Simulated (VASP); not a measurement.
# TaN (WC type) (P-6m2) in VASP: single point with PBE

Aim: the single point of TaN (WC type) with PBE.

Program: VASP 6.6.1. These are calculated values, not measurements. Logs are shortened: lines on timing, memory, paths and dates and some standing lists are left out, and cuts for length are marked.

### Step 1. The cell of the first run

Symmetry: P-6m2, No. 187, hexagonal system. The conventional cell has a = 2.594 Å, b = 2.594 Å, c = 2.611 Å, α = 90.00°, β = 90.00°, γ = 120.00°. Ta (site symmetry -6m2) has 6 N at 1.99 Å and 8 Ta at 2.59 to 2.61 Å within 2.7 Å. Within 2.7 Å of N (site symmetry -6m2) lie 6 Ta at 1.99 Å and 8 N at 2.59 to 2.61 Å.

### Step 2. Single point, PBE

File INCAR:

```
PREC     = Accurate       # precision mode
ENCUT    = 700            # plane-wave cutoff, eV
EDIFF    = 1E-6           # SCF threshold, eV
ISMEAR   = -1             # smearing method
SIGMA    = 0.1            # smearing width, eV
LREAL    = False          # projectors in reciprocal space
LASPH    = True           # aspherical terms in the spheres
NELM     = 120            # most SCF steps
ALGO     = Normal         # electronic algorithm
ISIF     = 2              # what is computed and relaxed
LWAVE    = False          # write WAVECAR
LCHARG   = False          # write CHGCAR
GGA      = PE             # functional
NBANDS   = 16             # bands
GGA_COMPAT= False
```

File KPOINTS:

```
regular mesh
0
Gamma
  17 17 15
```

File POSCAR:

```
TaN
1.0
    2.5940687578      0.0000000000      0.0000000000
   -1.2970343789      2.2465294435      0.0000000000
    0.0000000000      0.0000000000      2.6105459400
Ta N
1 1
Direct
    0.0000000000      0.0000000000      0.0000000000
    0.3333333333      0.6666666667      0.5000000000
```

Potentials or basis: VASP PAW PBE potentials, release 64 (Ta_sv_GW, N).

Run with:

```
> cat potpaw_PBE.64/Ta_sv_GW/POTCAR potpaw_PBE.64/N/POTCAR > POTCAR
> mpirun -np 1 vasp_std > vasp.out
```

OUTCAR:

```text
PREC = Accurate
   ENCUT = 700
   EDIFF = 1E-6
   ISMEAR = -1
   LREAL = False
   LASPH = True
   NELM = 120
   ISIF = 2
   GGA = PE

 ion  position               nearest neighbor table
   1  0.000  0.000  0.000-   2 1.99   2 1.99   2 1.99   2 1.99   2 1.99   2 1.99
   2  0.333  0.667  0.500-   1 1.99   1 1.99   1 1.99   1 1.99   1 1.99   1 1.99

  LATTYP: Found a hexagonal cell.
 ALAT       =     2.5940687578
 C/A-ratio  =     1.0063518679

  Lattice vectors:

 A1 = (   2.5940687578,   0.0000000000,   0.0000000000)
 A2 = (  -1.2970343789,   2.2465294435,   0.0000000000)
 A3 = (   0.0000000000,   0.0000000000,   2.6105459400)

Analysis of symmetry for initial positions (statically):
=====================================================================
 Subroutine PRICEL returns:
 Original cell was already a primitive cell.

 Routine SETGRP: Setting up the symmetry group for a
 hexagonal supercell.

 Subroutine GETGRP returns: Found 12 space group operations
 (whereof 12 operations were pure point group operations)
 out of a pool of 24 trial point group operations.

The static configuration has the point symmetry D_3h.

Analysis of symmetry for dynamics (positions and initial velocities):
=====================================================================
 Subroutine PRICEL returns:
 Original cell was already a primitive cell.

 Routine SETGRP: Setting up the symmetry group for a
 hexagonal supercell.

 Subroutine GETGRP returns: Found 12 space group operations
 (whereof 12 operations were pure point group operations)
 out of a pool of 24 trial point group operations.

The dynamic configuration has the point symmetry D_3h.

 Subroutine INISYM returns: Found 12 space group operations
 (whereof 12 operations are pure point group operations),
 and found     1 'primitive' translations

----------------------------------------------------------------------------------------

                                     Primitive cell

  volume of cell :      15.2134

  direct lattice vectors                    reciprocal lattice vectors
     2.594068758  0.000000000  0.000000000     0.385494793  0.222565523  0.000000000
    -1.297034379  2.246529444  0.000000000     0.000000000  0.445131046  0.000000000
     0.000000000  0.000000000  2.610545940     0.000000000  0.000000000  0.383061637

  length of vectors
[... 80 lines left out ...]
   ENCUT  =  700.0 eV  51.45 Ry    7.17 a.u.   5.60  5.60  5.63*2*pi/ulx,y,z
   NELM   =    120;   NELMIN=  2; NELMDL= -5     # of ELM steps
   EDIFF  = 0.1E-05   stopping-criterion for ELM
   LREAL  =      F    real-space projection
   EDIFFG = 0.1E-04   stopping-criterion for IOM
   NSW    =      0    number of steps for IOM
   IBRION =     -1    ionic relax: 0-MD 1-quasi-New 2-CG
   NFREE  =      0    steps in history (QN), initial steepest desc. (CG)
   ISIF   =      2    stress and relaxation
   ISYM   =      2    0-nonsym 1-usesym 2-fastsym
   POTIM  = 0.5000    time-step for ionic-motion
   TEBEG  =    0.0;   TEEND  =   0.0 temperature during run
   PSTRESS=    0.0 pullay stress
   NELECT =      18.0000    total number of electrons
   NUPDOWN=      -1.0000    fix difference up-down
   EMIN   =  10.00;   EMAX   =-10.00  energy-range for DOS
   EFERMI =   0.00;   METHOD = LEGACY
   ISMEAR =    -1;   SIGMA  =   0.10  broadening in eV -4-tet -1-fermi 0-gaus
   EFERMI_NEDOS =   21; number of points for ismear=-14 and -15
   IALGO  =     38    algorithm
   IMIX   =      4    mixing-type and parameters
     AMIX     =   0.40;   BMIX     =  1.00
     AMIX_MAG =   1.60;   BMIX_MAG =  1.00
  volume/ion in A,a.u.               =       7.61        51.33
  Fermi-wavevector in a.u.,A,eV,Ry     =   1.731506  3.272072 40.791808  2.998113
  Thomas-Fermi vector in A             =   2.805859
   LORBIT       =      0    0 simple, 1 ext, 2 COOP (PROOUT), +10 PAW based schemes
   GGA     = PE    functional components
   LHFCALC =     F    Hartree Fock is set to
   AEXX    =    0.0000 exact exchange contribution
   IVDW    =     0    specifies the selected vdW correction
   LEPSILON=     F    determine dielectric tensor
   LRPA    =     F    only Hartree local field effects (RPA)
 non-spin polarized calculation
  energy-cutoff  :      700.00
  volume of cell :       15.21
 maximum number of plane-waves:       660
 NGX is ok and might be reduce to    24
   NGX = 11   NGY = 11   NGZ = 11

 number of electron      18.0000000 magnetization

 Free energy of the ion-electron system (eV)
  ---------------------------------------------------
  ext. energy  EPLUGINS =         0.00000000
  ---------------------------------------------------
  free energy    TOTEN  =       -20.97355189 eV

  energy without entropy =      -20.96741740  energy(sigma->0) =      -20.97048464

 E-fermi :  18.6430     XC(G=0): -15.8397

 val. band max:       18.6426919334   @ k =   0.4118   0.1176   0.4667
 cond. band min:      18.6593771406   @ k =   0.1176   0.0000   0.4667
 fundamental gap:      0.0166852073
 Fermi energy:        18.6429580885

 k-point     1 :       0.0000    0.0000    0.0000
  band No.  band energies     occupation
      1     -49.6398      2.00000
      2     -15.8739      2.00000
      3     -15.0452      2.00000
      4     -15.0452      2.00000
      5      -2.1615      2.00000
      6      11.9947      2.00000
[... 433 lines left out ...]
      3     -15.8104      2.00000
      4     -15.4992      2.00000
      5       0.5665      2.00000
      6       9.0869      2.00000
[... 8 lines left out ...]
     15      34.8108      0.00000
     16      39.3245      0.00000

 [... further k-points ...]

------------------------ aborting loop because EDIFF is reached ----------------------------------------

  FORCE on cell =-STRESS in cart. coord.  units (eV):
  Direction    XX          YY          ZZ          XY          YZ          ZX
  --------------------------------------------------------------------------------------
  -------------------------------------------------------------------------------------
  Total       24.9419191     24.9419191     25.0387824      0.0000000      0.0000000      0.0000000
  in kB     2626.7304611   2626.7304613   2636.9315156      0.0000000      0.0000000      0.0000000
  external PRESSURE =    2630.1308127 kB  Pullay stress =       0.0000000 kB

 VOLUME and BASIS-vectors are now :
 -----------------------------------------------------------------------------
  energy-cutoff  :      700.00
  volume of cell :       15.21
      direct lattice vectors                 reciprocal lattice vectors
     2.594068758  0.000000000  0.000000000     0.385494793  0.222565523  0.000000000
    -1.297034379  2.246529444  0.000000000     0.000000000  0.445131046  0.000000000
     0.000000000  0.000000000  2.610545940     0.000000000  0.000000000  0.383061637

 POSITION                                       TOTAL-FORCE (eV/Angst)
 -----------------------------------------------------------------------------------
      0.00000      0.00000      0.00000         0.000000     -0.000000      0.000000
     -0.00000      1.49769      1.30527        -0.000000      0.000000      0.000000
 -----------------------------------------------------------------------------------
    total drift:                                0.000000     -0.000000     -0.000000

  FREE ENERGIE OF THE ION-ELECTRON SYSTEM (eV)
  ---------------------------------------------------
  free  energy   TOTEN  =       -20.9735518874 eV

  energy  without entropy=      -20.9674173988  energy(sigma->0) =      -20.97048464
```

OSZICAR:

```text
N       E                     dE             d eps       ncg     rms          rms(c)
DAV:   1     0.123769958769E+03    0.12377E+03   -0.13942E+04  8464   0.155E+03
DAV:   2    -0.207624344978E+02   -0.14453E+03   -0.13836E+03 11352   0.389E+02
DAV:   3    -0.242578176070E+02   -0.34954E+01   -0.34884E+01  9592   0.555E+01
DAV:   4    -0.242786439063E+02   -0.20826E-01   -0.20826E-01 11464   0.502E+00
DAV:   5    -0.242791501984E+02   -0.50629E-03   -0.50629E-03 11120   0.492E-01    0.854E+01
DAV:   6    -0.209645230114E+02    0.33146E+01   -0.58517E+00 10464   0.260E+01    0.821E+01
DAV:   7    -0.209772579200E+02   -0.12735E-01   -0.37847E-01  8912   0.517E+00    0.171E+01
DAV:   8    -0.209732163547E+02    0.40416E-02   -0.11055E-02 13144   0.112E+00    0.320E+00
DAV:   9    -0.209736008887E+02   -0.38453E-03   -0.51232E-03 12608   0.807E-01    0.379E+00
DAV:  10    -0.209735519457E+02    0.48943E-04   -0.25707E-04  9336   0.209E-01    0.637E-01
DAV:  11    -0.209735528357E+02   -0.88998E-06   -0.15248E-05 10616   0.419E-02    0.567E-02
DAV:  12    -0.209735518874E+02    0.94823E-06   -0.13706E-06  6312   0.122E-02
   1 F= -.20973552E+02 E0= -.20970485E+02  d E =-.613449E-02
```

stdout:

```text
POSCAR found type information on POSCAR TaN
 POSCAR found :  2 types and       2 ions
 scaLAPACK will be used
 LDA part: xc-table for (Slater+PW92), standard interpolation
 POSCAR, INCAR and KPOINTS ok, starting setup
 FFT: planning ... GRIDC
 FFT: planning ... GRID_SOFT
 FFT: planning ... GRID
 WAVECAR not read
 entering main loop
```

It took 76 s on 1 thread of Intel Xeon Platinum 8375C at 2.90GHz (Ice Lake), shared host; peak memory 0.24 GiB.

Results:

```
Free energy            : -20.9736 eV
Pressure               : 263.0 GPa
Band gap on the k mesh : zero (bands 9 and 10 overlap by 1.15 eV)
```

Levels at points of the mesh, in eV from the Fermi level:
```csv
k point,band 6,band 7,band 8,band 9,band 10,band 11,band 12,band 13
"(0.00, 0.00, 0.00)",-6.65,-6.50,-6.50,-3.63,4.65,4.81,4.81,5.86
```

Caveat: the cell stands under pressure; spin-orbit coupling is left out, which moves the levels of the heavy elements.
